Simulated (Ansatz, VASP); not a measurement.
## Mo: VASP beside Ansatz

```
CELL_PARAMETERS angstrom
-1.58163 1.58163 1.58163
1.58163 -1.58163 1.58163
1.58163 1.58163 -1.58163
ATOMIC_POSITIONS crystal
Mo 0.00000 0.00000 0.00000
```

Alike in both runs: task single point; functional PBE; k mesh 8 × 8 × 8; occupations gaussian, width 0.05 eV; no spin polarisation.

|  | VASP | Ansatz |
| --- | --- | --- |
| version | VASP 6.6.1 | Ansatz 0.2.0 |
| potentials or method | VASP PAW PBE potentials, release 64 (Mo_sv), cutoff 520 eV | scalar-relativistic, plane waves, PAW |
| valence electrons in the cell | 14 | 14 |

|  | VASP | Ansatz | Ansatz less VASP |
| --- | --- | --- | --- |
| gap on the k mesh at the Fermi level (eV) | none | none | - |
| pressure (GPa) | 0.6 | 0.0 | -0.59 |

A gap of «none» marks a metal or a gap that the smearing closes.
